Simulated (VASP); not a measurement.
Write the native input for VASP 6.6.1 that does the following.

* Task: relaxation of cell and atoms
* Functional: PBE
* Potentials or basis: VASP PAW PBE potentials, release 64 (Al, Pt)
* Cutoff: 600 eV
* k mesh: 6 × 6 × 14
* Occupations: gaussian, width 0.1 eV
* Spin: no spin polarisation
* Dipole correction: no
* Further INCAR settings: ALGO = Fast; EDIFF = 1e-06; IBRION = 2; EDIFFG = -0.01; NSW = 100; ISIF = 3

The structure of Al2Pt lies in POSCAR:

```
Al2Pt
1.0
    6.0280480605      0.0000000000      0.0000000000
    0.0000000000      6.0280480605      0.0000000000
    0.0000000000      0.0000000000      2.7660587759
Al Pt
4 2
Direct
    0.6630764827      0.8369235173      0.5000000000
    0.3369235173      0.1630764827      0.5000000000
    0.1630764827      0.6630764827      0.5000000000
    0.8369235173      0.3369235173      0.5000000000
    0.0000000000      0.0000000000      0.0000000000
    0.5000000000      0.5000000000      0.0000000000
```

The cell was built from a structure type or drawn by symmetry, and may not be a known phase.

The input as run:

INCAR

```
  PREC = Accurate
  ENCUT = 600
  EDIFF = 1E-6
  ISMEAR = 0
  SIGMA = 0.1
  LREAL = False
  LASPH = True
  NELM = 80
  ALGO = Fast
  ISIF = 3
  LWAVE = False
  LCHARG = False
  GGA = PE
  IBRION = 2
  NSW = 100
  EDIFFG = -0.01
```

KPOINTS

```
regular mesh
0
Gamma
  6 6 14
```

Potentials or basis: VASP PAW PBE potentials, release 64 (Al, Pt).

Command:

```bash
$ cat potpaw_PBE.64/Al/POTCAR potpaw_PBE.64/Pt/POTCAR > POTCAR
$ mpirun -np 1 vasp_std > vasp.out
```

It gave:

```yaml
Relaxed_volume: 16.76 Å³/atom
Relaxed_cell: a = 5.953 Å, b = 5.953 Å, c = 2.838 Å, α = 90.00°, β = 90.00°, γ = 90.00°
Space_group_after_relaxing_to_0.1_Å: P4/mbm (No. 127)
Energy_gained_by_relaxing: 2.7 meV/atom
Ionic_steps: 11
Pressure_after_relaxing: 0.0 GPa
Largest_force_after_relaxing: 0.007 eV/Å
Band_gap_on_the_k_mesh: zero (bands 16 and 17 overlap by 2.54 eV)
```

Caveat: spin-orbit coupling is left out, which moves the levels of the heavy elements.

Wall time 7.9 min on 1 thread of AMD EPYC 9R45 96-Core Processor (Zen 5), on a shared host, peak memory 0.33 GiB.
